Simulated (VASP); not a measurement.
# Pd (P6_3/mmc) in VASP: further runs, part 2 of 2

VASP 6.6.1. The steps go on from the part before.

## 3. Single point, RPBE, collinear spin (15.81 Å³/atom)

This run uses another cell than the first one, of 15.81 Å³/atom.

Contents of INCAR:

```
PREC = Accurate
ENCUT = 520
EDIFF = 1E-7
ISMEAR = -1
SIGMA = 0.05
LREAL = F
LASPH = T
NELM = 150
ALGO = Normal
ISIF = 2
LWAVE = F
LCHARG = F
ISPIN = 2
MAGMOM = 0.387 0.387 0.395 0.395
LORBIT = 11
LMAXMIX = 4
GGA = RP
NBANDS = 32
```

Contents of KPOINTS:

```
Automatic mesh
0
Gamma
  14 14 4
```

Contents of POSCAR:

```
Pd
1.0
    2.8055080290      0.0000000000      0.0000000000
   -1.4027540145      2.4296412237      0.0000000000
    0.0000000000      0.0000000000      9.2794673455
Pd
4
Direct
    1.0000000000      1.0000000000      0.0000000000
    1.0000000000      1.0000000000      0.5000000000
    0.3333333333      0.6666666667      0.2500000000
    0.6666666667      0.3333333333      0.7500000000
```

Potentials or basis: VASP PAW PBE potentials, release 64 (Pd).

Run with:

```console
$ cat potpaw_PBE.64/Pd/POTCAR > POTCAR
$ mpirun -np 1 vasp_std > vasp.out
```

OUTCAR:

```text
PREC = Accurate
   ENCUT = 520
   EDIFF = 1E-7
   ISMEAR = -1
   LREAL = F
   LASPH = T
   NELM = 150
   ISIF = 2
   ISPIN = 2
   LORBIT = 11
   GGA = RP

 ion  position               nearest neighbor table
   1  0.000  0.000  0.000-   3 2.83   4 2.83   4 2.83   3 2.83   4 2.83   3 2.83
   2  0.000  0.000  0.500-   3 2.83   4 2.83   4 2.83   3 2.83   4 2.83   3 2.83
   3  0.333  0.667  0.250-   1 2.83   2 2.83   1 2.83   2 2.83   1 2.83   2 2.83
   4  0.667  0.333  0.750-   1 2.83   2 2.83   1 2.83   2 2.83   1 2.83   2 2.83

  LATTYP: Found a hexagonal cell.
 ALAT       =     2.8055080290
 C/A-ratio  =     3.3075889463

  Lattice vectors:

 A1 = (   2.8055080290,   0.0000000000,   0.0000000000)
 A2 = (  -1.4027540145,   2.4296412237,   0.0000000000)
 A3 = (   0.0000000000,   0.0000000000,   9.2794673455)

Analysis of symmetry for initial positions (statically):
=====================================================================
 Subroutine PRICEL returns:
 Original cell was already a primitive cell.

 Routine SETGRP: Setting up the symmetry group for a
 hexagonal supercell.

 Subroutine GETGRP returns: Found 24 space group operations
 (whereof 12 operations were pure point group operations)
 out of a pool of 24 trial point group operations.

The static configuration has the point symmetry D_3d.
 The point group associated with its full space group is D_6h.

Analysis of symmetry for dynamics (positions and initial velocities):
=====================================================================
 Subroutine PRICEL returns:
 Original cell was already a primitive cell.

 Routine SETGRP: Setting up the symmetry group for a
 hexagonal supercell.

 Subroutine GETGRP returns: Found 24 space group operations
 (whereof 12 operations were pure point group operations)
 out of a pool of 24 trial point group operations.

The dynamic configuration has the point symmetry D_3d.
 The point group associated with its full space group is D_6h.

Analysis of structural, dynamic, and magnetic symmetry:
[... 165 lines left out ...]

 val. band max:        8.7988137222   @ k =   0.3571   0.2857   0.2500
 cond. band min:       8.8026241459   @ k =   0.1429   0.0714   0.2500
 fundamental gap:      0.0038104237
 Fermi energy:         8.7988363524

 spin component 1

 k-point     1 :       0.0000    0.0000    0.0000
  band No.  band energies     occupation
      1       2.1902      1.00000
      2       3.7327      1.00000
      3       3.7419      1.00000
      4       3.8980      1.00000
      5       6.0124      1.00000
      6       6.0717      1.00000
[... 829 lines left out ...]
     31      21.2843      0.00000
     32      21.5651      0.00000

 [... further k-points ...]

 spin component 2

 k-point     1 :       0.0000    0.0000    0.0000
  band No.  band energies     occupation
      1       2.1968      1.00000
      2       3.8034      1.00000
      3       3.8074      1.00000
      4       4.1026      1.00000
      5       6.3016      1.00000
      6       6.3231      1.00000
[... 829 lines left out ...]
     31      21.3416      0.00000
     32      21.6522      0.00000

 [... further k-points ...]

------------------------ aborting loop because EDIFF is reached ----------------------------------------

  FORCE on cell =-STRESS in cart. coord.  units (eV):
  Direction    XX          YY          ZZ          XY          YZ          ZX
  --------------------------------------------------------------------------------------
  -------------------------------------------------------------------------------------
  Total        0.1404375      0.1404375     -0.2303795     -0.0000000     -0.0000000     -0.0000000
  in kB        3.5572711      3.5572711     -5.8354939     -0.0000000     -0.0000000     -0.0000000
  external PRESSURE =       0.4263494 kB  Pullay stress =       0.0000000 kB

 VOLUME and BASIS-vectors are now :
 -----------------------------------------------------------------------------
  energy-cutoff  :      520.00
  volume of cell :       63.25
      direct lattice vectors                 reciprocal lattice vectors
     2.805508029  0.000000000  0.000000000     0.356441682  0.205791701  0.000000000
    -1.402754014  2.429641224  0.000000000     0.000000000  0.411583402  0.000000000
     0.000000000  0.000000000  9.279467346     0.000000000  0.000000000  0.107764806

 POSITION                                       TOTAL-FORCE (eV/Angst)
 -----------------------------------------------------------------------------------
      0.00000      0.00000      0.00000        -0.000000      0.000000     -0.000000
      0.00000      0.00000      4.63973        -0.000000      0.000000     -0.000000
     -0.00000      1.61976      2.31987         0.000000     -0.000000      0.000000
      1.40275      0.80988      6.95960        -0.000000      0.000000      0.000000
 -----------------------------------------------------------------------------------
    total drift:                               -0.000000      0.000000      0.000000

  FREE ENERGIE OF THE ION-ELECTRON SYSTEM (eV)
  ---------------------------------------------------
  free  energy   TOTEN  =       -18.5001447736 eV

  energy  without entropy=      -18.4388604517  energy(sigma->0) =      -18.46950261

 total charge

# of ion       s       p       d       tot
------------------------------------------
    1        0.459   0.406   8.449   9.315
    2        0.459   0.406   8.449   9.315
    3        0.459   0.408   8.447   9.314
    4        0.459   0.408   8.447   9.314
--------------------------------------------------
tot          1.837   1.628  33.792  37.256

 magnetization (x)

# of ion       s       p       d       tot
------------------------------------------
    1       -0.002  -0.009   0.396   0.384
    2       -0.002  -0.009   0.396   0.384
    3       -0.002  -0.009   0.406   0.395
    4       -0.002  -0.009   0.406   0.395
--------------------------------------------------
tot         -0.010  -0.036   1.603   1.558
```

Wall time 2.2 min (1 thread of Intel Xeon 6975P-C (Granite Rapids), shared host); peak memory 0.35 GiB.

What came out:

* Free energy: -18.5001 eV
* Pressure: 0.0 GPa
* Net moment: 1.55 μB per cell
* Site moments: Pd +0.38, +0.40 (each value once) μB
* Valence electrons inside the program's atomic spheres: Pd 9.31

Levels at points of the mesh, in eV from the Fermi level:
Spin up:
```
           k point  band 18  band 19  band 20  band 21  band 22  band 23
(0.00, 0.00, 0.00)    -1.10    -1.10    -0.81    -0.81    -0.30    -0.30
(0.50, 0.00, 0.00)    -0.06    -0.04    -0.03     1.56     2.48     3.51
(0.00, 0.00, 0.50)    -1.32    -0.78    -0.78    -0.52    -0.52    -0.52
(0.50, 0.00, 0.50)    -0.18    -0.05    -0.05     2.38     2.38     3.70
```
Spin down:
| k point | band 17 | band 18 | band 19 | band 20 | band 21 | band 22 | band 23 | band 24 |
| --- | --- | --- | --- | --- | --- | --- | --- | --- |
| (0.00, 0.00, 0.00) | -1.26 | -0.83 | -0.83 | -0.53 | -0.53 | -0.01 | -0.01 | 1.05 |
| (0.50, 0.00, 0.00) | 0.21 | 0.30 | 0.31 | 0.33 | 1.57 | 2.48 | 3.64 | 4.10 |
| (0.00, 0.00, 0.50) | -1.06 | -1.06 | -0.72 | -0.72 | -0.23 | -0.23 | -0.23 | -0.23 |
| (0.50, 0.00, 0.50) | 0.16 | 0.16 | 0.30 | 0.30 | 2.49 | 2.49 | 3.80 | 3.80 |

Caveat: the PAW data sets were made with another functional, which shifts forces and pressure a little.

## 4. Single point, RPBE, collinear spin (13.92 Å³/atom)

This run uses another cell than the first one, of 13.92 Å³/atom.

Contents of INCAR:

```
SYSTEM = Pd
ALGO = Normal
EDIFF = 1E-6
ENCUT = 520
GGA = RP
ISIF = 2
ISMEAR = -1
ISPIN = 2
LASPH = .TRUE.
LCHARG = .FALSE.
LMAXMIX = 4
LORBIT = 11
LREAL = .FALSE.
LWAVE = .FALSE.
MAGMOM = 0.387 0.387 0.395 0.395
NBANDS = 32
NELM = 150
PREC = Accurate
SIGMA = 0.05
```

Contents of KPOINTS:

```
k-points
0
G
  14 14 4
  0 0 0
```

Contents of POSCAR:

```
Pd
1.0
    2.6884733759      0.0000000000      0.0000000000
   -1.3442366880      2.3282862409      0.0000000000
    0.0000000000      0.0000000000      8.8923648205
Pd
4
Direct
    1.0000000000      1.0000000000      0.0000000000
    1.0000000000      1.0000000000      0.5000000000
    0.3333333333      0.6666666667      0.2500000000
    0.6666666667      0.3333333333      0.7500000000
```

Run with:

```console
$ cat potpaw_PBE.64/Pd/POTCAR > POTCAR
$ mpirun -np 1 vasp_std > vasp.out
```

Run time: 2 min. Hardware: 1 thread of Intel Xeon 6975P-C (Granite Rapids), shared host; peak memory 0.3 GiB.

It converged, with:

```yaml
Free_energy: -17.9473 eV
Pressure: 26.5 GPa
Net_moment: 0.97 μB per cell
Site_moments: Pd +0.24 μB
Valence_electrons_inside_the_program's_atomic_spheres: Pd 9.59, 9.58 (each value once)
```

Stress tensor (GPa, compression positive):
```
27.02  0.00  0.00
 0.00 27.02  0.00
 0.00  0.00 25.39
```

Levels at points of the mesh, in eV from the Fermi level:
Spin up:
| k point | band 16 | band 17 | band 18 | band 19 | band 20 | band 21 | band 22 | band 23 | band 24 | band 25 |
| --- | --- | --- | --- | --- | --- | --- | --- | --- | --- | --- |
| (0.00, 0.00, 0.00) | -1.75 | -1.75 | -1.25 | -1.25 | -0.87 | -0.87 | -0.25 | -0.25 | 0.79 | 7.56 |
| (0.50, 0.00, 0.00) | -0.10 | -0.02 | 0.08 | 0.11 | 0.12 | 1.39 | 2.40 | 3.89 | 4.39 | 8.40 |
| (0.00, 0.00, 0.50) | -1.51 | -1.51 | -1.51 | -1.12 | -1.12 | -0.51 | -0.51 | -0.51 | -0.51 | 10.25 |
| (0.50, 0.00, 0.50) | -0.66 | -0.08 | -0.08 | 0.09 | 0.09 | 2.53 | 2.53 | 4.00 | 4.00 | 8.56 |
Spin down:
```tsv
k point	band 16	band 17	band 18	band 19	band 20	band 21	band 22	band 23	band 24	band 25
(0.00, 0.00, 0.00)	-1.59	-1.59	-1.08	-1.08	-0.70	-0.70	-0.06	-0.06	0.78	7.69
(0.50, 0.00, 0.00)	0.11	0.20	0.31	0.33	0.34	1.40	2.41	3.98	4.48	8.50
(0.00, 0.00, 0.50)	-1.35	-1.35	-1.35	-1.08	-1.08	-0.33	-0.33	-0.33	-0.33	10.34
(0.50, 0.00, 0.50)	-0.49	0.14	0.14	0.31	0.31	2.61	2.61	4.07	4.07	8.65
```

Caveat: the cell stands under pressure; the PAW data sets were made with another functional, which shifts forces and pressure a little.

## 5. Single point, RPBE, collinear spin (14.55 Å³/atom)

This run uses another cell than the first one, of 14.55 Å³/atom.

Contents of INCAR:

```
PREC = Accurate ; ENCUT = 520
EDIFF = 1E-6 ; ISMEAR = -1
SIGMA = 0.05 ; LREAL = False
LASPH = True ; NELM = 150
ALGO = Normal ; ISIF = 2
LWAVE = False ; LCHARG = False
ISPIN = 2 ; MAGMOM = 0.387 0.387 0.395 0.395
LORBIT = 11 ; LMAXMIX = 4
GGA = RP ; NBANDS = 32
```

Contents of KPOINTS:

```
regular mesh
0
Gamma
  14 14 4
```

Contents of POSCAR:

```
Pd
1.0
    2.7286057609      0.0000000000      0.0000000000
   -1.3643028805      2.3630419059      0.0000000000
    0.0000000000      0.0000000000      9.0251062535
Pd
4
Direct
    1.0000000000      1.0000000000      0.0000000000
    1.0000000000      1.0000000000      0.5000000000
    0.3333333333      0.6666666667      0.2500000000
    0.6666666667      0.3333333333      0.7500000000
```

Run with:

```console
$ cat potpaw_PBE.64/Pd/POTCAR > POTCAR
$ mpirun -np 1 vasp_std > vasp.out
```

It took 1.9 min on 1 thread of Intel Xeon 6975P-C (Granite Rapids), shared host; peak memory 0.31 GiB.

Results (log left out):

- Free energy: -18.2751 eV
- Pressure: 15.3 GPa
- Net moment: 1.27 μB per cell
- Site moments: Pd +0.32 μB
- Valence electrons inside the program's atomic spheres: Pd 9.48

Stress tensor (GPa, compression positive):
```
15.78  0.00  0.00
 0.00 15.78  0.00
 0.00  0.00 14.41
```

Levels at points of the mesh, in eV from the Fermi level:
Spin up:
```csv
k point,band 16,band 17,band 18,band 19,band 20,band 21,band 22,band 23,band 24,band 25
"(0.00, 0.00, 0.00)",-1.66,-1.66,-1.20,-1.20,-0.85,-0.85,-0.27,-0.27,0.89,7.17
"(0.50, 0.00, 0.00)",-0.14,-0.07,0.02,0.04,0.05,1.45,2.43,3.75,4.23,8.02
"(0.00, 0.00, 0.50)",-1.44,-1.44,-1.44,-1.00,-1.00,-0.52,-0.52,-0.52,-0.52,9.86
"(0.50, 0.00, 0.50)",-0.66,-0.12,-0.12,0.03,0.03,2.46,2.46,3.89,3.89,8.20
```
Spin down:
| k point | band 18 | band 19 | band 20 | band 21 | band 22 | band 23 |
| --- | --- | --- | --- | --- | --- | --- |
| (0.00, 0.00, 0.00) | -0.98 | -0.98 | -0.62 | -0.62 | -0.03 | -0.03 |
| (0.50, 0.00, 0.00) | 0.32 | 0.34 | 0.35 | 1.46 | 2.43 | 3.86 |
| (0.00, 0.00, 0.50) | -1.23 | -0.95 | -0.95 | -0.28 | -0.28 | -0.28 |
| (0.50, 0.00, 0.50) | 0.16 | 0.32 | 0.32 | 2.57 | 2.57 | 3.97 |

Caveat: the cell stands under pressure; the PAW data sets were made with another functional, which shifts forces and pressure a little.

## 6. The runs side by side

```csv
cell,gap on the mesh (eV),pressure (GPa),moment (μB)
"a = 2.768, b = 2.768, c = 9.154 Å, angles 90.0, 90.0, 120.0°, 4 atoms",none,6.7,1.45
"a = 2.806, b = 2.806, c = 9.279 Å, angles 90.0, 90.0, 120.0°, 4 atoms",none,0.0,1.55
"a = 2.688, b = 2.688, c = 8.892 Å, angles 90.0, 90.0, 120.0°, 4 atoms",none,26.5,0.97
"a = 2.729, b = 2.729, c = 9.025 Å, angles 90.0, 90.0, 120.0°, 4 atoms",none,15.3,1.27
```

Alike in all rows: task single point; level RPBE; potentials or basis VASP PAW PBE potentials, release 64 (Pd); spin collinear; k mesh 14 × 14 × 4; cutoff (eV) 520; smearing fermi-dirac 0.05 eV.

Caveats: the PAW data sets were made with another functional, which shifts forces and pressure a little; the cell stands under pressure (at least some runs).

Total energies depend on the potentials used, so only differences within one code and one set of settings carry meaning.
